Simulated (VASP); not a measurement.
MgB2: single point with PBE

Crystal: MgB2.

```
CELL_PARAMETERS angstrom
3.06276 0.00000 0.00000
-1.53138 2.65243 0.00000
0.00000 0.00000 3.52087
ATOMIC_POSITIONS crystal
Mg 0.00000 0.00000 0.00000
B 0.66667 0.33333 0.50000
B 0.33333 0.66667 0.50000
```

- Program: VASP 6.6.1
- Task: single point
- Functional: PBE
- Potentials or basis: VASP PAW PBE potentials, release 64 (Mg, B)
- Cutoff: 600 eV
- k mesh: 6 × 6 × 6
- Occupations: gaussian, width 0.1 eV
- Spin: no spin polarisation

| Item | Value |
| --- | --- |
| Pressure | 1.5 GPa |
| Band gap on the k mesh | zero (band 4 reaches 7.16 eV, above the bottom of band 5 at 3.34 eV) |

Stress tensor (GPa, compression positive):
```
 3.05  0.00  0.00
 0.00  3.05  0.00
 0.00  0.00 -1.75
```

Levels at points of the mesh, in eV from the Fermi level:
```
           k point  band 2  band 3  band 4  band 5  band 6  band 7
(0.00, 0.00, 0.00)   -3.06    0.40    0.40    1.53    6.42    6.42
(0.50, 0.00, 0.00)   -7.89   -2.17    0.14    3.05    3.93    5.26
(0.00, 0.00, 0.50)   -7.56    0.78    0.78    6.74    6.74    8.08
(0.50, 0.00, 0.50)   -6.98   -3.64   -1.89   -1.34    5.84    8.88
```

Wall time 6.1 s on 1 thread of Intel(R) Xeon(R) Platinum 8375C CPU @ 2.90GHz (Ice Lake), with other jobs on the host, peak memory 0.14 GiB.

Caveat: the k points lie up to 0.39 Å⁻¹ apart.
